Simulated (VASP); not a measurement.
Write the native input for VASP 6.6.1 that does the following.

| Item | Value |
| --- | --- |
| Task | single point |
| Functional | PBEsol |
| Potentials or basis | VASP PAW PBE potentials, release 64 (Al, N) |
| Cutoff | 520 eV |
| k mesh | 15 × 15 × 15 |
| Occupations | fermi-dirac, width 0.08 eV |
| Spin | no spin polarisation |
| Dipole correction | no |
| Further INCAR settings | ALGO = Normal; EDIFF = 1e-07; NBANDS = 11 |

The structure of AlN (zincblende type) lies in POSCAR:

```
AlN
1.0
    0.0000000000      1.9617761192      1.9617761192
    1.9617761192      0.0000000000      1.9617761192
    1.9617761192      1.9617761192      0.0000000000
Al N
1 1
Direct
    0.0000000000      0.0000000000      0.0000000000
    0.2500000000      0.2500000000      0.2500000000
```

This cell differs from its parent crystal: volume scaled by 0.72.

One way to write it, as run:

INCAR

```
SYSTEM = AlN
PREC = Accurate
ENCUT = 520
EDIFF = 1E-7
ISMEAR = -1
SIGMA = 0.08
LREAL = .False.
LASPH = .True.
NELM = 80
ALGO = Normal
ISIF = 2
LWAVE = .False.
LCHARG = .True.
GGA = PS
LELF = .True.
LVHAR = .True.
NBANDS = 11
```

KPOINTS

```
Automatic mesh
0
Gamma
  15 15 15
  0 0 0
```

Potentials or basis: VASP PAW PBE potentials, release 64 (Al, N).

Run with:

```console
$ cat potpaw_PBE.64/Al/POTCAR potpaw_PBE.64/N/POTCAR > POTCAR
$ mpirun -np 1 vasp_std > vasp.out
```

Results of the run:

The pressure is 124.9 GPa and the band gap on the k mesh is 3.34 eV, indirect (least direct gap 5.42 eV).

Caveat: the PAW data sets were made with another functional, which shifts forces and pressure a little.

Run time: 21 s on 1 thread of Intel(R) Xeon(R) Platinum 8488C (Sapphire Rapids) (shared host), peak memory 0.14 GiB.
